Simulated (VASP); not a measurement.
Wanted: the native input for a VASP 6.6.1 run.

- Task: single point
- Functional: PBE
- Potentials or basis: VASP PAW PBE potentials, release 64 (Sb, Pt)
- Cutoff: 520 eV
- k mesh: 8 × 8 × 6
- Occupations: gaussian, width 0.1 eV
- Spin: no spin polarisation
- Dipole correction: no
- Further INCAR settings: ALGO = Fast; EDIFF = 1e-06; NBANDS = 29

The structure of Sb2Pt lies in POSCAR:

```
Sb2Pt
1.0
    4.5032228849      0.0000000000      0.0000000000
    0.0000000000      4.5032228849      0.0000000000
    0.0000000000      0.0000000000      7.0745672204
Sb Pt
4 2
Direct
    0.0000000000      0.0000000000      0.0000000000
    0.5000000000      0.5000000000      0.0000000000
    0.0000000000      0.5000000000      0.3966449227
    0.5000000000      0.0000000000      0.6033550773
    0.0000000000      0.5000000000      0.7670064684
    0.5000000000      0.0000000000      0.2329935316
```

These files were run (other wordings do the same):

INCAR

```
SYSTEM = Sb2Pt
ALGO = Fast
EDIFF = 1E-6
ENCUT = 520
GGA = PE
ISIF = 2
ISMEAR = 0
LASPH = .TRUE.
LCHARG = .FALSE.
LREAL = .FALSE.
LWAVE = .FALSE.
NBANDS = 29
NELM = 60
PREC = Accurate
SIGMA = 0.1
```

KPOINTS

```
k-points
0
G
  8 8 6
  0 0 0
```

Potentials or basis: VASP PAW PBE potentials, release 64 (Sb, Pt).

Launch:

```sh
$ cat potpaw_PBE.64/Sb/POTCAR potpaw_PBE.64/Pt/POTCAR > POTCAR
$ mpirun -np 1 vasp_std > vasp.out
```

It gave:

| Quantity | Value |
| --- | --- |
| Pressure | -0.2 GPa |
| Largest force | 0.007 eV/Å |
| Band gap on the k mesh | zero (bands 20 and 21 overlap by 1.58 eV) |

Caveat: spin-orbit coupling is left out, which moves the levels of the heavy elements.

Run time: 5 min on 1 thread of Oxide Virtual Turin-like Processor (shared host), peak memory 0.35 GiB.
